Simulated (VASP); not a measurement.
Set up this calculation in VASP 6.6.1, as the native input.

```yaml
Task: single point
Functional: PBE
Potentials_or_basis: VASP PAW PBE potentials, release 64 (Si)
Cutoff: 520 eV
k_mesh: 12 × 12 × 12
Occupations: fermi-dirac, width 0.08 eV
Spin: no spin polarisation
Dipole_correction: no
Further_INCAR_settings: ALGO = Normal; EDIFF = 1e-06; NBANDS = 11
```

The structure of Si lies in POSCAR:

```
Si
1.0
    0.0000000000      2.5174669708      2.5174669708
    2.5174669708      0.0000000000      2.5174669708
    2.5174669708      2.5174669708      0.0000000000
Si
2
Direct
   -0.1250000000     -0.1250000000     -0.1250000000
    0.1250000000      0.1250000000      0.1250000000
```

This cell differs from its parent crystal: volume scaled by 0.78.

The input as run:

INCAR

```
PREC = Accurate ; ENCUT = 520
EDIFF = 1E-6 ; ISMEAR = -1
SIGMA = 0.08 ; LREAL = F
LASPH = T ; NELM = 60
ALGO = Normal ; ISIF = 2
LWAVE = F ; LCHARG = F
GGA = PE ; NBANDS = 11
```

KPOINTS

```
regular mesh
0
Gamma
  12 12 12
```

Potentials or basis: VASP PAW PBE potentials, release 64 (Si).

Launch:

```sh
$ cat potpaw_PBE.64/Si/POTCAR > POTCAR
$ mpirun -np 1 vasp_std > vasp.out
```

It gave:

```
Pressure               : 36.8 GPa
Band gap on the k mesh : 0.08 eV, indirect (least direct gap 2.62 eV)
```

Run time: 30 s on 1 thread of AMD EPYC 7R43 64-Core Processor (Zen 3), with other jobs on the host, peak memory 0.11 GiB.
